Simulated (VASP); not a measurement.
# SnSe (F-43m) in VASP: further runs

Aim: see how the results for SnSe move with the level of theory and the settings. Levels: PBEsol-based global hybrid with 25 % exact exchange, HSE06. Tasks: single point.

All numbers are computed with VASP 6.6.1; they aren't measurements. Logs are shortened: lines on timing, memory, paths and dates and some standing lists are left out, and cuts for length are marked.

### 1 The cell of the first run

The structure is cubic, space group F-43m (No. 216). The conventional cell has a = 6.660 Å, b = 6.660 Å, c = 6.660 Å, α = 90.00°, β = 90.00°, γ = 90.00°. Sn (site symmetry -43m) has 4 Se at 2.88 Å within 3.8 Å. Within 3.8 Å of Se (site symmetry -43m) lie 4 Sn at 2.88 Å.

### 2 Single point, PBEsol-based global hybrid with 25 % exact exchange

The input, POSCAR:

```
SnSe
1.0
    0.0000000000      3.3301435865      3.3301435865
    3.3301435865      0.0000000000      3.3301435865
    3.3301435865      3.3301435865      0.0000000000
Sn Se
1 1
Direct
    0.0000000000      0.0000000000      0.0000000000
    0.7500000000      0.7500000000      0.7500000000
```

The input, INCAR.step1:

```
SYSTEM = SnSe
ALGO = Normal
EDIFF = 1E-5
ENCUT = 520
GGA = PE
ISIF = 2
ISMEAR = -1
LASPH = .True.
LCHARG = .False.
LREAL = .False.
LWAVE = .True.
NBANDS = 17
NELM = 80
PREC = Accurate
SIGMA = 0.05
```

The input, INCAR.step2:

```
SYSTEM = SnSe
AEXX = 0.25
ALGO = Normal
EDIFF = 1E-6
ENCUT = 520
GGA = PS
ISIF = 2
ISMEAR = -1
ISTART = 1
LASPH = .True.
LCHARG = .False.
LHFCALC = .True.
LREAL = .False.
LWAVE = .False.
NBANDS = 17
NELM = 80
PREC = Accurate
PRECFOCK = Normal
SIGMA = 0.05
```

The input, KPOINTS:

```
k-points
0
Gamma
  4 4 4
  0 0 0
```

Potentials or basis: VASP PAW PBE potentials, release 64 (Sn_d, Se).

Started as:

```
cat potpaw_PBE.64/Sn_d/POTCAR potpaw_PBE.64/Se/POTCAR > POTCAR
cp INCAR.step1 INCAR
mpirun -np 1 vasp_std > vasp.out
cp INCAR.step2 INCAR
mpirun -np 1 vasp_std > vasp.out
```

OUTCAR:

```text
SYSTEM = SnSe
   AEXX = 0.25
   EDIFF = 1E-6
   ENCUT = 520
   GGA = PS
   ISIF = 2
   ISMEAR = -1
   ISTART = 1
   LASPH = .True.
   LHFCALC = .True.
   LREAL = .False.
   NELM = 80
   PREC = Accurate
   PRECFOCK = Normal

 ion  position               nearest neighbor table
   1  0.000  0.000  0.000-   2 2.88   2 2.88   2 2.88   2 2.88
   2  0.750  0.750  0.750-   1 2.88   1 2.88   1 2.88   1 2.88

  LATTYP: Found a face centered cubic cell.
 ALAT       =     6.6602871730

  Lattice vectors:

 A1 = (   0.0000000000,   3.3301435865,   3.3301435865)
 A2 = (   3.3301435865,   0.0000000000,   3.3301435865)
 A3 = (   3.3301435865,   3.3301435865,   0.0000000000)

Analysis of symmetry for initial positions (statically):
=====================================================================
 Subroutine PRICEL returns:
 Original cell was already a primitive cell.

 Routine SETGRP: Setting up the symmetry group for a
 face centered cubic supercell.

 Subroutine GETGRP returns: Found 24 space group operations
 (whereof 24 operations were pure point group operations)
 out of a pool of 48 trial point group operations.

The static configuration has the point symmetry T_d .

Analysis of symmetry for dynamics (positions and initial velocities):
=====================================================================
 Subroutine PRICEL returns:
 Original cell was already a primitive cell.

 Routine SETGRP: Setting up the symmetry group for a
 face centered cubic supercell.

 Subroutine GETGRP returns: Found 24 space group operations
 (whereof 24 operations were pure point group operations)
 out of a pool of 48 trial point group operations.

The dynamic configuration has the point symmetry T_d .

 Subroutine INISYM returns: Found 24 space group operations
 (whereof 24 operations are pure point group operations),
 and found     1 'primitive' translations

----------------------------------------------------------------------------------------

                                     Primitive cell

  volume of cell :      73.8616

  direct lattice vectors                    reciprocal lattice vectors
     0.000000000  3.330143587  3.330143587    -0.150143676  0.150143676  0.150143676
     3.330143587  0.000000000  3.330143587     0.150143676 -0.150143676  0.150143676
     3.330143587  3.330143587  0.000000000     0.150143676  0.150143676 -0.150143676

  length of vectors
     4.709534225  4.709534225  4.709534225     0.260056475  0.260056475  0.260056475

  position of ions in fractional coordinates (direct lattice)
     0.000000000  0.000000000  0.000000000
     0.750000000  0.750000000  0.750000000

  ion indices of the primitive-cell ions
   primitive index   ion index
                 1           1
                 2           2

----------------------------------------------------------------------------------------

 KPOINTS: k-points

Automatic generation of k-mesh.
 Grid dimensions read from file:
 generate k-points for:    4    4    4

 Generating k-lattice:

  Cartesian coordinates                     Fractional coordinates (reciprocal lattice)
    -0.037535919  0.037535919  0.037535919     0.250000000  0.000000000  0.000000000
     0.037535919 -0.037535919  0.037535919     0.000000000  0.250000000  0.000000000
     0.037535919  0.037535919 -0.037535919     0.000000000  0.000000000  0.250000000

  Length of vectors
     0.065014119  0.065014119  0.065014119

  Shift w.r.t. Gamma in fractional coordinates (k-lattice)
     0.000000000  0.000000000  0.000000000

 Subroutine IBZKPT returns following result:
 ===========================================

 Found      8 irreducible k-points:

 Following reciprocal coordinates:
            Coordinates               Weight
  0.000000  0.000000  0.000000      1.000000
  0.250000  0.000000  0.000000      8.000000
  0.500000  0.000000  0.000000      4.000000
  0.250000  0.250000  0.000000      6.000000
  0.500000  0.250000  0.000000     24.000000
 -0.250000  0.250000  0.000000     12.000000
  0.500000  0.500000  0.000000      3.000000
 -0.250000  0.500000  0.250000      6.000000
   k-points           NKPTS =      8   k-points in BZ     NKDIM =     64   number of bands    NBANDS=     17
   number of dos      NEDOS =    301   number of ions     NIONS =      2
   total plane-waves  NPLWV =  46656
   dimension x,y,z NGX =    36 NGY =   36 NGZ =   36
   dimension x,y,z NGXF=    72 NGYF=   72 NGZF=   72
   ions per type =               1   1
   NGX,Y,Z   is equivalent  to a cutoff of  12.71, 12.71, 12.71 a.u.
   NGXF,Y,Z  is equivalent  to a cutoff of  25.42, 25.42, 25.42 a.u.
 SYSTEM =  SnSe
   PREC   = accura    normal or accurate (medium, high low for compatibility)
   ISTART =      1    job   : 0-new  1-cont  2-samecut
   ICHARG =      0    charge: 1-file 2-atom 10-const
   ISPIN  =      1    spin polarized calculation?
   LNONCOLLINEAR =      F non collinear calculations
   LSORBIT =      F    spin-orbit coupling
   LASPH  =      T    aspherical Exc in radial PAW
   ENCUT  =  520.0 eV  38.22 Ry    6.18 a.u.   8.76  8.76  8.76*2*pi/ulx,y,z
   NELM   =     80;   NELMIN=  2; NELMDL=  0     # of ELM steps
   EDIFF  = 0.1E-05   stopping-criterion for ELM
   LREAL  =      F    real-space projection
   EDIFFG = 0.1E-04   stopping-criterion for IOM
   NSW    =      0    number of steps for IOM
   IBRION =     -1    ionic relax: 0-MD 1-quasi-New 2-CG
   NFREE  =      0    steps in history (QN), initial steepest desc. (CG)
   ISIF   =      2    stress and relaxation
   ISYM   =      3    0-nonsym 1-usesym 2-fastsym
   POTIM  = 0.5000    time-step for ionic-motion
   TEBEG  =    0.0;   TEEND  =   0.0 temperature during run
   PSTRESS=    0.0 pullay stress
   NELECT =      20.0000    total number of electrons
   NUPDOWN=      -1.0000    fix difference up-down
   EMIN   =  10.00;   EMAX   =-10.00  energy-range for DOS
   EFERMI =   0.00;   METHOD = LEGACY
   ISMEAR =    -1;   SIGMA  =   0.05  broadening in eV -4-tet -1-fermi 0-gaus
   EFERMI_NEDOS =   21; number of points for ismear=-14 and -15
   IALGO  =     38    algorithm
   IMIX   =      1    mixing-type and parameters
     AMIX     =   0.40;   BMIX     =  1.00
     AMIX_MAG =   1.60;   BMIX_MAG =  1.00
  volume/ion in A,a.u.               =      36.93       249.22
  Fermi-wavevector in a.u.,A,eV,Ry     =   1.059120  2.001447 15.262136  1.121735
  Thomas-Fermi vector in A             =   2.194454
   LORBIT       =      0    0 simple, 1 ext, 2 COOP (PROOUT), +10 PAW based schemes
   GGA     = PS    functional components
   LHFCALC =     T    Hartree Fock is set to
   PRECFOCK=normal    Normal, Fast or Accurate (Low or Medium for compatibility)
   ENCUT4O =  -1.0   cutoff for four orbital integrals eV
   NKREDX  =     1    reduce k-point grid by
   NKREDY  =     1    reduce k-point grid by
   NKREDZ  =     1    reduce k-point grid by
   AEXX    =    0.2500 exact exchange contribution
   HFSCREEN=    0.0000 screening length (either q_TF or 0.3 A-1)
   HFSCREENC=   0.0000 screening length for correlation (either q_TF or 0.3 A-1)
   ENCUTFOCK=  -1.0 apply spherical cutoff to Coloumb kernel
   IVDW    =     0    specifies the selected vdW correction
   LEPSILON=     F    determine dielectric tensor
   LRPA    =     F    only Hartree local field effects (RPA)
 non-spin polarized calculation
  energy-cutoff  :      520.00
  volume of cell :       73.86
 maximum number of plane-waves:      2012
  NGX = 28; NGY = 28; NGZ = 28

 number of electron      20.0000003 magnetization

 Free energy of the ion-electron system (eV)
  ---------------------------------------------------
  ext. energy  EPLUGINS =         0.00000000
  ---------------------------------------------------
  free energy    TOTEN  =       -10.63678960 eV

  energy without entropy =      -10.63673139  energy(sigma->0) =      -10.63676050

 E-fermi :   3.0938     XC(G=0):  -6.4784

 val. band max:        2.6976120447   @ k =  -0.2500   0.5000   0.2500
 cond. band min:       3.4552963795   @ k =   0.5000   0.5000   0.0000
 fundamental gap:      0.7576843348
 Fermi energy:         3.0937902593

 k-point     1 :       0.0000    0.0000    0.0000
  band No.  band energies     occupation
      1     -21.4598      2.00000
      2     -21.4598      2.00000
      3     -21.4598      2.00000
      4     -21.4392      2.00000
      5     -21.4392      2.00000
      6     -12.3908      2.00000
[... 9 lines left out ...]
     16      11.4088      0.00000
     17      12.4640      0.00000

 k-point     2 :       0.2500    0.0000    0.0000
  band No.  band energies     occupation
      1     -21.4616      2.00000
      2     -21.4577      2.00000
      3     -21.4577      2.00000
      4     -21.4392      2.00000
      5     -21.4392      2.00000
      6     -12.1293      2.00000
[... 9 lines left out ...]
     16      10.5624      0.00000
     17      11.9969      0.00000

 k-point     3 :       0.5000    0.0000    0.0000
  band No.  band energies     occupation
      1     -21.4636      2.00000
      2     -21.4559      2.00000
      3     -21.4559      2.00000
      4     -21.4388      2.00000
      5     -21.4388      2.00000
      6     -11.8203      2.00000
[... 9 lines left out ...]
     16      11.8766      0.00000
     17      11.8766      0.00000

 k-point     4 :       0.2500    0.2500    0.0000
  band No.  band energies     occupation
      1     -21.4650      2.00000
      2     -21.4554      2.00000
      3     -21.4554      2.00000
      4     -21.4407      2.00000
      5     -21.4381      2.00000
      6     -12.0393      2.00000
[... 9 lines left out ...]
     16      12.1499      0.00000
     17      14.0552      0.00000

 k-point     5 :       0.5000    0.2500    0.0000
  band No.  band energies     occupation
      1     -21.4662      2.00000
      2     -21.4539      2.00000
      3     -21.4533      2.00000
      4     -21.4406      2.00000
      5     -21.4380      2.00000
      6     -11.7220      2.00000
[... 9 lines left out ...]
     16      12.2296      0.00000
     17      13.1328      0.00000

 k-point     6 :      -0.2500    0.2500    0.0000
  band No.  band energies     occupation
      1     -21.4640      2.00000
      2     -21.4553      2.00000
      3     -21.4552      2.00000
      4     -21.4393      2.00000
      5     -21.4390      2.00000
      6     -11.8302      2.00000
[... 9 lines left out ...]
     16      11.7928      0.00000
     17      13.1992      0.00000

 k-point     7 :       0.5000    0.5000    0.0000
  band No.  band energies     occupation
      1     -21.4700      2.00000
      2     -21.4511      2.00000
      3     -21.4511      2.00000
      4     -21.4422      2.00000
      5     -21.4369      2.00000
      6     -11.6130      2.00000
[... 9 lines left out ...]
     16      13.4649      0.00000
     17      13.4649      0.00000

 k-point     8 :      -0.2500    0.5000    0.2500
  band No.  band energies     occupation
      1     -21.4666      2.00000
      2     -21.4545      2.00000
      3     -21.4512      2.00000
      4     -21.4407      2.00000
      5     -21.4382      2.00000
      6     -11.6084      2.00000
[... 9 lines left out ...]
     16      12.7353      0.00000
     17      13.0848      0.00000

------------------------ aborting loop because EDIFF is reached ----------------------------------------

  FORCE on cell =-STRESS in cart. coord.  units (eV):
  Direction    XX          YY          ZZ          XY          YZ          ZX
  --------------------------------------------------------------------------------------
  -------------------------------------------------------------------------------------
  Total       -0.0808324     -0.0808324     -0.0808324      0.0000000     -0.0000000     -0.0000000
  in kB       -1.7533845     -1.7533845     -1.7533845      0.0000000     -0.0000000     -0.0000000
  external PRESSURE =      -1.7533845 kB  Pullay stress =       0.0000000 kB

 VOLUME and BASIS-vectors are now :
 -----------------------------------------------------------------------------
  energy-cutoff  :      520.00
  volume of cell :       73.86
      direct lattice vectors                 reciprocal lattice vectors
     0.000000000  3.330143587  3.330143587    -0.150143676  0.150143676  0.150143676
     3.330143587  0.000000000  3.330143587     0.150143676 -0.150143676  0.150143676
     3.330143587  3.330143587  0.000000000     0.150143676  0.150143676 -0.150143676

 POSITION                                       TOTAL-FORCE (eV/Angst)
 -----------------------------------------------------------------------------------
      0.00000      0.00000      0.00000        -0.000000     -0.000000     -0.000000
      4.99522      4.99522      4.99522         0.000000      0.000000      0.000000
 -----------------------------------------------------------------------------------
    total drift:                                0.000001      0.000002      0.000001

  FREE ENERGIE OF THE ION-ELECTRON SYSTEM (eV)
  ---------------------------------------------------
  free  energy   TOTEN  =       -10.6367896044 eV

  energy  without entropy=      -10.6367313884  energy(sigma->0) =      -10.63676050
```

It took 20 min on 1 thread of Intel Xeon Platinum 8259CL at 2.50GHz (Skylake/Cascade Lake), shared host; peak memory 0.22 GiB.

What came out:

* Free energy: -10.6368 eV
* Pressure: -0.2 GPa
* Band gap on the k mesh: 0.76 eV (least direct gap 1.59 eV)

Levels at points of the mesh, in eV from the valence-band top:
```tsv
k point	band 8	band 9	band 10	band 11	band 12	band 13
(0.00, 0.00, 0.00)	-2.88	-2.88	-2.88	2.47	2.47	2.47
(0.50, 0.00, 0.00)	-3.48	-3.48	-2.56	3.29	3.29	4.57
(0.50, 0.50, 0.00)	-4.29	-4.29	-0.84	0.76	5.79	5.79
```

Caveat: the PAW data sets were made with another functional, which shifts forces and pressure a little; spin-orbit coupling is left out, which moves the levels of the heavy elements.

### 3 Single point, HSE06

This run uses another cell than the first one, of 38.16 Å³/atom.

The input, POSCAR:

```
SnSe
1.0
    0.0000000000      3.3665613388      3.3665613388
    3.3665613388      0.0000000000      3.3665613388
    3.3665613388      3.3665613388      0.0000000000
Sn Se
1 1
Direct
    0.0000000000      0.0000000000      0.0000000000
    0.7500000000      0.7500000000      0.7500000000
```

The input, INCAR.step1:

```
SYSTEM = SnSe
PREC = Accurate
ENCUT = 520
EDIFF = 1E-5
ISMEAR = -1
SIGMA = 0.05
LREAL = .False.
LASPH = .True.
NELM = 100
ALGO = Normal
ISIF = 2
LWAVE = .True.
LCHARG = .False.
GGA = PE
NBANDS = 17
```

The input, INCAR.step2:

```
SYSTEM = SnSe
PREC = Accurate
ENCUT = 520
EDIFF = 1E-7
ISMEAR = -1
SIGMA = 0.05
LREAL = .False.
LASPH = .True.
NELM = 100
ALGO = Normal
ISIF = 2
LWAVE = .False.
LCHARG = .False.
GGA = PE
LHFCALC = .True.
HFSCREEN = 0.2079
PRECFOCK = Normal
ISTART = 1
NBANDS = 17
```

The input, KPOINTS:

```
Automatic mesh
0
Gamma
  4 4 4
  0 0 0
```

Potentials or basis: VASP PAW PBE potentials, release 64 (Sn_d, Se).

Started as:

```
cat potpaw_PBE.64/Sn_d/POTCAR potpaw_PBE.64/Se/POTCAR > POTCAR
cp INCAR.step1 INCAR
mpirun -np 1 vasp_std > vasp.out
cp INCAR.step2 INCAR
mpirun -np 1 vasp_std > vasp.out
```

Wall time 23 min (1 thread of Intel Xeon Platinum 8259CL at 2.50GHz (Skylake/Cascade Lake), shared host); peak memory 0.32 GiB.

Results (log left out):

```
Free energy            : -9.2166 eV
Pressure               : -0.1 GPa
Band gap on the k mesh : 0.32 eV (least direct gap 1.05 eV)
```

Levels at points of the mesh, in eV from the valence-band top:
```tsv
k point	band 6	band 7	band 8	band 9	band 10	band 11	band 12	band 13	band 14	band 15
(0.00, 0.00, 0.00)	-14.73	-5.76	-2.69	-2.69	-2.69	1.90	1.90	1.90	5.27	8.07
(0.50, 0.00, 0.00)	-14.21	-7.97	-3.25	-3.25	-2.37	2.70	2.70	3.87	6.83	8.04
(0.50, 0.50, 0.00)	-14.02	-8.28	-4.00	-4.00	-0.73	0.32	5.02	5.02	6.10	7.96
```

Caveat: the PAW data sets were made with another functional, which shifts forces and pressure a little; spin-orbit coupling is left out, which moves the levels of the heavy elements. A k mesh can miss the band edges.
